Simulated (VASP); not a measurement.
Write the native input for VASP 6.6.1 that does the following.

- Task: relaxation of cell and atoms
- Functional: PBE
- Potentials or basis: VASP PAW PBE potentials, release 64 (Na_pv, F)
- Cutoff: 600 eV
- k mesh: 4 × 4 × 6
- Occupations: gaussian, width 0.1 eV
- Spin: no spin polarisation
- Dipole correction: no
- Further INCAR settings: ALGO = Normal; EDIFF = 1e-06; IBRION = 2; EDIFFG = -0.04; NSW = 90; ISIF = 3

The structure of NaF lies in POSCAR:

```
NaF
1.0
    6.8961026000      0.0000000000      0.0000000000
    0.0000000000      3.9265507200      0.0000000000
    0.0000000000      0.0000000000      3.7179112700
Na F
4 4
Direct
    0.7500000000      0.0000000000      0.3554073800
    0.0000000000      0.5000000000      0.0000000000
    0.2500000000      0.0000000000      0.6445926200
    0.5000000000      0.5000000000      0.0000000000
    0.7500000000      0.5000000000      0.6445926200
    0.0000000000      0.0000000000      0.0000000000
    0.2500000000      0.5000000000      0.3554073800
    0.5000000000      0.0000000000      0.0000000000
```

The cell was generated, and may not be a known phase.

One way to write it, as run:

INCAR

```
ALGO = Normal ; EDIFF = 1E-6
EDIFFG = -0.04 ; ENCUT = 600
GGA = PE ; IBRION = 2
ISIF = 3 ; ISMEAR = 0
LASPH = T ; LCHARG = F
LREAL = F ; LWAVE = F
NELM = 60 ; NSW = 90
PREC = Accurate ; SIGMA = 0.1
```

KPOINTS

```
k-points
0
Gamma
  4 4 6
```

Potentials or basis: VASP PAW PBE potentials, release 64 (Na_pv, F).

Command:

```sh
$ cat potpaw_PBE.64/Na_pv/POTCAR potpaw_PBE.64/F/POTCAR > POTCAR
$ mpirun -np 1 vasp_std > vasp.out
```

Results of the run:

- Relaxed volume: 12.85 Å³/atom
- Relaxed cell: a = 6.636 Å, b = 4.658 Å, c = 3.325 Å, α = 90.00°, β = 90.00°, γ = 90.00°
- Space group after relaxing (to 0.1 Å): Fm-3m (No. 225)
- Energy gained by relaxing: 253.6 meV/atom
- Ionic steps: 18
- Pressure after relaxing: -0.1 GPa
- Largest force after relaxing: 0.028 eV/Å
- Band gap on the k mesh: 6.13 eV

Caveat: a cell axis changed by over 15 % at a fixed basis, so the end point is rough.

It took 19 min on 1 thread of Intel(R) Xeon(R) Platinum 8124M CPU @ 3.00GHz (Skylake/Cascade Lake) (shared host), peak memory 0.29 GiB.
